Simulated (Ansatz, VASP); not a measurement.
Two plane-wave programs on ZnSe

```
CELL_PARAMETERS angstrom
2.88980 0.00000 0.00000
0.00000 2.88980 0.00000
0.00000 0.00000 2.88980
ATOMIC_POSITIONS crystal
Zn 0.00000 0.00000 0.00000
Se 0.50000 0.50000 0.50000
```

Change from the starting cell: volume scaled by 0.64, PAW files.

Alike in both runs: task single point; functional PBE; k mesh 15 × 15 × 15; occupations fermi-dirac, width 0.08 eV; no spin polarisation.

|  | VASP | Ansatz |
| --- | --- | --- |
| version | VASP 6.6.1 | Ansatz 0.2.0 |
| potentials or method | VASP PAW PBE potentials, release 64 (Zn, Se) | PAW with Ansatz's default frozen-core files, scalar-relativistic |
| plane-wave cutoff (eV) | 520 | 420 |
| valence electrons in the cell | 18 | 28 |

```csv
,VASP,Ansatz,Ansatz less VASP
pressure (GPa),79.9,78.6,-1.31
```

Both programs put the cell under a high pressure, so it lies far from rest at this level. VASP's potentials hold 18 valence electrons a cell and Ansatz's 28, so a difference there can come from the potentials and not from the codes.

Noted on VASP's run: the cell as given lies far from equilibrium.
